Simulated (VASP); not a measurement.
# InSb in VASP: notebook

The runs below take InSb through single point, with PBEsol.

All numbers are computed with VASP 6.6.1; they aren't measurements. Logs are shortened: lines on timing, memory, paths and dates and some standing lists are left out, and cuts for length are marked.

## Step 1: The cell of the first run

It takes space group P4/mmm (No. 123, tetragonal). Conventional cell: a = 3.036 Å, b = 3.036 Å, c = 6.218 Å, α = 90.00°, β = 90.00°, γ = 90.00°. Within 4.0 Å of In (site symmetry 4/mmm) lie 4 In at 3.04 Å and 2 Sb at 3.11 Å. Within 4.0 Å of Sb (site symmetry 4/mmm) lie 4 Sb at 3.04 Å and 2 In at 3.11 Å.

## Step 2: Single point, PBEsol (normal strain along x +0.0000, normal strain along z +0.0200)

INCAR

```
PREC     = Accurate       # precision mode
ENCUT    = 500            # plane-wave cutoff, eV
EDIFF    = 1E-6           # SCF threshold, eV
ISMEAR   = 0              # smearing method
SIGMA    = 0.15           # smearing width, eV
LREAL    = F              # projectors in reciprocal space
LASPH    = T              # aspherical terms in the spheres
NELM     = 120            # most SCF steps
ALGO     = Normal         # electronic algorithm
ISIF     = 2              # what is computed and relaxed
LWAVE    = F              # write WAVECAR
LCHARG   = F              # write CHGCAR
GGA      = PS             # functional
NBANDS   = 16             # bands
GGA_COMPAT= F
```

KPOINTS

```
regular mesh
0
Gamma
  14 14 8
```

POSCAR

```
InSb
1.0
    3.0361886953      0.0000000000      0.0000000000
    0.0000000000      3.0361886953      0.0000000000
    0.0000000000      0.0000000000      6.2182830229
In Sb
1 1
Direct
    0.0000000000      0.0000000000      0.0000000000
    0.0000000000      0.0000000000      0.5000000000
```

Potentials or basis: VASP PAW PBE potentials, release 64 (In_d, Sb).

Command:

```bash
$ cat potpaw_PBE.64/In_d/POTCAR potpaw_PBE.64/Sb/POTCAR > POTCAR
$ mpirun -np 1 vasp_std > vasp.out
```

OUTCAR:

```text
PREC = Accurate
   ENCUT = 500
   EDIFF = 1E-6
   ISMEAR = 0
   LREAL = F
   LASPH = T
   NELM = 120
   ISIF = 2
   GGA = PS

 ion  position               nearest neighbor table
   1  0.000  0.000  0.000-   2 3.11   2 3.11
   2  0.000  0.000  0.500-   1 3.11   1 3.11

  LATTYP: Found a simple tetragonal cell.
 ALAT       =     3.0361886953
 C/A-ratio  =     2.0480555219

  Lattice vectors:

 A1 = (   3.0361886953,   0.0000000000,   0.0000000000)
 A2 = (   0.0000000000,   3.0361886953,   0.0000000000)
 A3 = (   0.0000000000,   0.0000000000,   6.2182830229)

Analysis of symmetry for initial positions (statically):
=====================================================================
 Subroutine PRICEL returns:
 Original cell was already a primitive cell.

 Routine SETGRP: Setting up the symmetry group for a
 simple tetragonal supercell.

 Subroutine GETGRP returns: Found 16 space group operations
 (whereof 16 operations were pure point group operations)
 out of a pool of 16 trial point group operations.

The static configuration has the point symmetry D_4h.

Analysis of symmetry for dynamics (positions and initial velocities):
=====================================================================
 Subroutine PRICEL returns:
 Original cell was already a primitive cell.

 Routine SETGRP: Setting up the symmetry group for a
 simple tetragonal supercell.

 Subroutine GETGRP returns: Found 16 space group operations
 (whereof 16 operations were pure point group operations)
 out of a pool of 16 trial point group operations.

The dynamic configuration has the point symmetry D_4h.

 Subroutine INISYM returns: Found 16 space group operations
 (whereof 16 operations are pure point group operations),
 and found     1 'primitive' translations

----------------------------------------------------------------------------------------

                                     Primitive cell

  volume of cell :      57.3229

  direct lattice vectors                    reciprocal lattice vectors
     3.036188695  0.000000000  0.000000000     0.329360294  0.000000000  0.000000000
     0.000000000  3.036188695  0.000000000     0.000000000  0.329360294  0.000000000
     0.000000000  0.000000000  6.218283023     0.000000000  0.000000000  0.160816096

  length of vectors
     3.036188695  3.036188695  6.218283023     0.329360294  0.329360294  0.160816096

  position of ions in fractional coordinates (direct lattice)
     0.000000000  0.000000000  0.000000000
     0.000000000  0.000000000  0.500000000

  ion indices of the primitive-cell ions
   primitive index   ion index
                 1           1
                 2           2

----------------------------------------------------------------------------------------

 KPOINTS: regular mesh

Automatic generation of k-mesh.
 Grid dimensions read from file:
 generate k-points for:   14   14    8

 Generating k-lattice:

  Cartesian coordinates                     Fractional coordinates (reciprocal lattice)
     0.023525735  0.000000000  0.000000000     0.071428571  0.000000000  0.000000000
     0.000000000  0.023525735  0.000000000     0.000000000  0.071428571  0.000000000
     0.000000000  0.000000000  0.020102012     0.000000000  0.000000000  0.125000000

  Length of vectors
     0.023525735  0.023525735  0.020102012

  Shift w.r.t. Gamma in fractional coordinates (k-lattice)
     0.000000000  0.000000000  0.000000000

 Subroutine IBZKPT returns following result:
 ===========================================

 Found    180 irreducible k-points:

 Following reciprocal coordinates:
            Coordinates               Weight
  0.000000  0.000000  0.000000      1.000000
  0.071429  0.000000  0.000000      4.000000
  0.142857  0.000000  0.000000      4.000000
  0.214286  0.000000  0.000000      4.000000
  0.285714  0.000000  0.000000      4.000000
  0.357143  0.000000  0.000000      4.000000
[... 16 lines left out ...]
  0.285714  0.214286  0.000000      8.000000
  0.357143  0.214286  0.000000      8.000000
 [... further k-points ...]
   k-points           NKPTS =    180   k-points in BZ     NKDIM =    180   number of bands    NBANDS=     16
   number of dos      NEDOS =    301   number of ions     NIONS =      2
   total plane-waves  NPLWV =  27648
   dimension x,y,z NGX =    24 NGY =   24 NGZ =   48
   dimension x,y,z NGXF=    48 NGYF=   48 NGZF=   96
   ions per type =               1   1
   NGX,Y,Z   is equivalent  to a cutoff of  13.14, 13.14, 12.83 a.u.
   NGXF,Y,Z  is equivalent  to a cutoff of  26.28, 26.28, 25.67 a.u.
 SYSTEM =  unknown system
   PREC   = accura    normal or accurate (medium, high low for compatibility)
   ISTART =      0    job   : 0-new  1-cont  2-samecut
   ICHARG =      2    charge: 1-file 2-atom 10-const
   ISPIN  =      1    spin polarized calculation?
   LNONCOLLINEAR =      F non collinear calculations
   LSORBIT =      F    spin-orbit coupling
   LASPH  =      T    aspherical Exc in radial PAW
   ENCUT  =  500.0 eV  36.75 Ry    6.06 a.u.   5.54  5.54 11.34*2*pi/ulx,y,z
   NELM   =    120;   NELMIN=  2; NELMDL= -5     # of ELM steps
   EDIFF  = 0.1E-05   stopping-criterion for ELM
   LREAL  =      F    real-space projection
   EDIFFG = 0.1E-04   stopping-criterion for IOM
   NSW    =      0    number of steps for IOM
   IBRION =     -1    ionic relax: 0-MD 1-quasi-New 2-CG
   NFREE  =      0    steps in history (QN), initial steepest desc. (CG)
   ISIF   =      2    stress and relaxation
   ISYM   =      2    0-nonsym 1-usesym 2-fastsym
   POTIM  = 0.5000    time-step for ionic-motion
   TEBEG  =    0.0;   TEEND  =   0.0 temperature during run
   PSTRESS=    0.0 pullay stress
   NELECT =      18.0000    total number of electrons
   NUPDOWN=      -1.0000    fix difference up-down
   EMIN   =  10.00;   EMAX   =-10.00  energy-range for DOS
   EFERMI =   0.00;   METHOD = LEGACY
   ISMEAR =     0;   SIGMA  =   0.15  broadening in eV -4-tet -1-fermi 0-gaus
   EFERMI_NEDOS =   21; number of points for ismear=-14 and -15
   IALGO  =     38    algorithm
   IMIX   =      4    mixing-type and parameters
     AMIX     =   0.40;   BMIX     =  1.00
     AMIX_MAG =   1.60;   BMIX_MAG =  1.00
  volume/ion in A,a.u.               =      28.66       193.42
  Fermi-wavevector in a.u.,A,eV,Ry     =   1.112730  2.102754 16.846289  1.238167
  Thomas-Fermi vector in A             =   2.249307
   LORBIT       =      0    0 simple, 1 ext, 2 COOP (PROOUT), +10 PAW based schemes
   GGA     = PS    functional components
   LHFCALC =     F    Hartree Fock is set to
   AEXX    =    0.0000 exact exchange contribution
   IVDW    =     0    specifies the selected vdW correction
   LEPSILON=     F    determine dielectric tensor
   LRPA    =     F    only Hartree local field effects (RPA)
 non-spin polarized calculation
 Gauss-broadening in eV      SIGMA  =   0.15
  energy-cutoff  :      500.00
  volume of cell :       57.32
 maximum number of plane-waves:      1486
 NGX is ok and might be reduce to    24
   NGX = 11   NGY = 11   NGZ = 23

 number of electron      17.9999998 magnetization

 Free energy of the ion-electron system (eV)
  ---------------------------------------------------
  ext. energy  EPLUGINS =         0.00000000
  ---------------------------------------------------
  free energy    TOTEN  =        -7.42173738 eV

  energy without entropy =       -7.40901892  energy(sigma->0) =       -7.41537815

 E-fermi :   6.8104     XC(G=0):  -9.9129

 val. band max:        6.7811588602   @ k =   0.2143   0.0714   0.5000
 cond. band min:       6.8122902583   @ k =   0.0000   0.0000   0.5000
 fundamental gap:      0.0311313980
 Fermi energy:         6.8104199578

 k-point     1 :       0.0000    0.0000    0.0000
  band No.  band energies     occupation
      1      -8.1278      2.00000
      2      -7.8884      2.00000
      3      -7.4892      2.00000
      4      -7.4892      2.00000
      5      -7.3889      2.00000
      6      -4.9611      2.00000
[... 8 lines left out ...]
     15      15.8941      0.00000
     16      16.4101      0.00000

 k-point     2 :       0.0714    0.0000    0.0000
  band No.  band energies     occupation
      1      -8.1084      2.00000
      2      -7.8763      2.00000
      3      -7.5030      2.00000
      4      -7.4881      2.00000
      5      -7.3991      2.00000
      6      -4.8803      2.00000
[... 8 lines left out ...]
     15      16.0011      0.00000
     16      17.0007      0.00000

 k-point     3 :       0.1429    0.0000    0.0000
  band No.  band energies     occupation
      1      -8.0613      2.00000
      2      -7.8352      2.00000
      3      -7.5415      2.00000
      4      -7.4849      2.00000
      5      -7.4276      2.00000
      6      -4.6392      2.00000
[... 8 lines left out ...]
     15      15.9125      0.00000
     16      16.3159      0.00000

 k-point     4 :       0.2143    0.0000    0.0000
  band No.  band energies     occupation
      1      -8.0127      2.00000
      2      -7.7567      2.00000
      3      -7.5961      2.00000
      4      -7.4803      2.00000
      5      -7.4684      2.00000
      6      -4.2425      2.00000
[... 8 lines left out ...]
     15      16.2754      0.00000
     16      16.8195      0.00000
[... 324 lines left out ...]
 k-point    22 :       0.2143    0.2143    0.0000
  band No.  band energies     occupation
      1      -7.7944      2.00000
      2      -7.7226      2.00000
      3      -7.5912      2.00000
      4      -7.5763      2.00000
      5      -7.5649      2.00000
      6      -3.5265      2.00000
[... 8 lines left out ...]
     15      14.8874      0.00000
     16      16.4350      0.00000

 k-point    23 :       0.2857    0.2143    0.0000
  band No.  band energies     occupation
      1      -7.7412      2.00000
      2      -7.6422      2.00000
      3      -7.6383      2.00000
      4      -7.6116      2.00000
      5      -7.5759      2.00000
      6      -2.9893      2.00000
[... 8 lines left out ...]
     15      15.1417      0.00000
     16      16.0172      0.00000

 k-point    24 :       0.3571    0.2143    0.0000
  band No.  band energies     occupation
      1      -7.7266      2.00000
      2      -7.6927      2.00000
      3      -7.6688      2.00000
      4      -7.5701      2.00000
      5      -7.5131      2.00000
      6      -2.3488      2.00000
[... 8 lines left out ...]
     15      14.8648      0.00000
     16      15.7296      0.00000

 [... further k-points ...]
[... 5 lines left out ...]
  --------------------------------------------------------------------------------------
  -------------------------------------------------------------------------------------
  Total       -0.0866101     -0.0866101     -0.7352582      0.0000000      0.0000000      0.0000000
  in kB       -2.4207570     -2.4207570    -20.5505034      0.0000000      0.0000000      0.0000000
  external PRESSURE =      -8.4640058 kB  Pullay stress =       0.0000000 kB

 VOLUME and BASIS-vectors are now :
 -----------------------------------------------------------------------------
  energy-cutoff  :      500.00
  volume of cell :       57.32
      direct lattice vectors                 reciprocal lattice vectors
     3.036188695  0.000000000  0.000000000     0.329360294  0.000000000  0.000000000
     0.000000000  3.036188695  0.000000000     0.000000000  0.329360294  0.000000000
     0.000000000  0.000000000  6.218283023     0.000000000  0.000000000  0.160816096

 POSITION                                       TOTAL-FORCE (eV/Angst)
 -----------------------------------------------------------------------------------
      0.00000      0.00000      0.00000         0.000000      0.000000      0.000000
      0.00000      0.00000      3.10914         0.000000      0.000000      0.000000
 -----------------------------------------------------------------------------------
    total drift:                                0.000000     -0.000000     -0.000000

  FREE ENERGIE OF THE ION-ELECTRON SYSTEM (eV)
  ---------------------------------------------------
  free  energy   TOTEN  =        -7.4217373768 eV

  energy  without entropy=       -7.4090189203  energy(sigma->0) =       -7.41537815
```

Wall time 2.6 min (1 thread of Intel Xeon 8259CL, shared host); peak memory 0.3 GiB.

Results:

| Item | Value |
| --- | --- |
| Free energy | -7.4217 eV |
| Pressure | -0.8 GPa |
| Band gap on the k mesh | zero (bands 9 and 10 overlap by 6.17 eV) |

Caveat: the cell differs from its parent crystal (normal strain along x +0.0000, normal strain along z +0.0200); the PAW data sets were made with another functional, which shifts forces and pressure a little; spin-orbit coupling is left out, which moves the levels of the heavy elements.

## Step 3: Single point, PBEsol (normal strain along x +0.0000, normal strain along z +0.0400)

INCAR

```
  PREC = Accurate
  ENCUT = 500
  EDIFF = 1E-6
  ISMEAR = 0
  SIGMA = 0.15
  LREAL = False
  LASPH = True
  NELM = 120
  ALGO = Normal
  ISIF = 2
  LWAVE = False
  LCHARG = True
  GGA = PS
  LELF = True
  LVHAR = True
  NBANDS = 16
  GGA_COMPAT = False
```

KPOINTS is that of step 2.

Changes to POSCAR since step 2:

```diff
@@ -4,3 +4,3 @@
     0.0000000000      3.0361886953      0.0000000000
-    0.0000000000      0.0000000000      6.2182830229
+    0.0000000000      0.0000000000      6.3402101410
 In Sb
```

Potentials or basis: VASP PAW PBE potentials, release 64 (In_d, Sb).

Command:

```bash
$ cat potpaw_PBE.64/In_d/POTCAR potpaw_PBE.64/Sb/POTCAR > POTCAR
$ mpirun -np 1 vasp_std > vasp.out
```

Wall time 2.7 min (1 thread of Intel Xeon 8259CL, shared host); peak memory 0.3 GiB.

It converged, with:

```
Free energy            : -7.4017 eV
Pressure               : -1.6 GPa
Band gap on the k mesh : zero (bands 9 and 10 overlap by 6.29 eV)
```

Stress tensor (GPa, compression positive):
```
-0.52  0.00  0.00
 0.00 -0.52  0.00
 0.00  0.00 -3.64
```

Levels at points of the mesh, in eV from the Fermi level:
```csv
k point,band 7,band 8,band 9,band 10,band 11,band 12
"(0.00, 0.00, 0.00)",-7.13,-4.63,4.47,4.47,4.48,7.99
"(0.50, 0.00, 0.00)",-5.14,-3.42,-2.14,-1.82,2.85,6.77
"(0.50, 0.50, 0.00)",-2.89,-2.89,0.22,0.72,0.89,0.89
"(0.00, 0.00, 0.50)",-8.20,-1.32,-0.16,4.61,4.61,8.03
"(0.50, 0.00, 0.50)",-4.91,-4.71,-2.51,1.39,2.84,5.43
"(0.50, 0.50, 0.50)",-2.72,-2.72,-1.26,0.31,0.31,3.02
```

Caveat: the cell differs from its parent crystal (normal strain along x +0.0000, normal strain along z +0.0400); the PAW data sets were made with another functional, which shifts forces and pressure a little; spin-orbit coupling is left out, which moves the levels of the heavy elements.

(Continued in part 2 of 3.)
